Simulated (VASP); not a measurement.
Here is a VASP 6.6.1 calculation.

The input POSCAR:

```
MgO
1.0
    2.6583824980      0.0000000000      0.0000000000
    0.0000000000      2.6583824980      0.0000000000
    0.0000000000      0.0000000000      2.6583824980
Mg O
1 1
Direct
    0.0000000000      0.0000000000      0.0000000000
    0.5000000000      0.5000000000      0.5000000000
```

File INCAR.step1:

```
SYSTEM = MgO
PREC = Accurate
ENCUT = 750
ISMEAR = 0
SIGMA = 0.05
LREAL = .False.
LASPH = .True.
NELM = 120
NBANDS = 15
GGA = PE
ALGO = Normal
EDIFF = 1E-5
LWAVE = .True.
LCHARG = .False.
GGA_COMPAT = .False.
```

File INCAR.step2:

```
SYSTEM = MgO
PREC = Accurate
ENCUT = 750
EDIFF = 1E-6
ISMEAR = 0
SIGMA = 0.05
LREAL = .False.
LASPH = .True.
NELM = 120
ALGO = Normal
ISIF = 2
LWAVE = .False.
LCHARG = .False.
METAGGA = R2SCAN
LMIXTAU = .True.
NBANDS = 15
ISTART = 1
GGA_COMPAT = .False.
```

File KPOINTS:

```
Automatic mesh
0
Gamma
  8 8 8
  0 0 0
```

Potentials or basis: VASP PAW PBE potentials, release 64 (Mg_sv, O).

Command:

```console
$ cat potpaw_PBE.64/Mg_sv/POTCAR potpaw_PBE.64/O/POTCAR > POTCAR
$ cp INCAR.step1 INCAR
$ mpirun -np 1 vasp_std > vasp.out
$ cp INCAR.step2 INCAR
$ mpirun -np 1 vasp_std > vasp.out
```

Estimate the pressure.

-6.2 GPa.

What does it give for the band gap on the k mesh?

3.16 eV (least direct gap 4.17 eV).

Caveat: the cell stands under tension; the PAW data sets were made with another functional, which shifts forces and pressure a little. A k mesh can miss the band edges.
